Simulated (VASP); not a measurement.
Runs of VASP 6.6.1 on P. The structure is that of space group P4/mmm (No. 123), or close to it. The cells are those of the table. 

```csv
cell,gap on the mesh (eV),pressure (GPa)
"a = 4.059, b = 4.059, c = 4.378 Å, 1 atom",none,-5.0
"a = 4.487, b = 4.487, c = 4.159 Å, 1 atom",none,-3.6
"a = 4.059, b = 4.059, c = 4.487 Å, 1 atom",none,-4.7
"a = 4.059, b = 4.059, c = 4.597 Å, 1 atom",none,(a)
"a = 4.273, b = 4.273, c = 4.597 Å, 1 atom",none,-3.6
```

Alike in all rows: task single point; level r2SCAN; potentials or basis VASP PAW PBE potentials, release 64 (P); no spin polarisation; k mesh 12 × 12 × 12; cutoff (eV) 520; smearing gaussian 0.15 eV.

Estimate the missing entries.

(a) -4.5.

Caveats: the cell stands under tension; the atoms stand far beyond bonding distance, and open shells without spin polarisation read as a metal; the PAW data sets were made with another functional, which shifts forces and pressure a little.

A gap of «none» marks levels without a gap at the run's occupations.
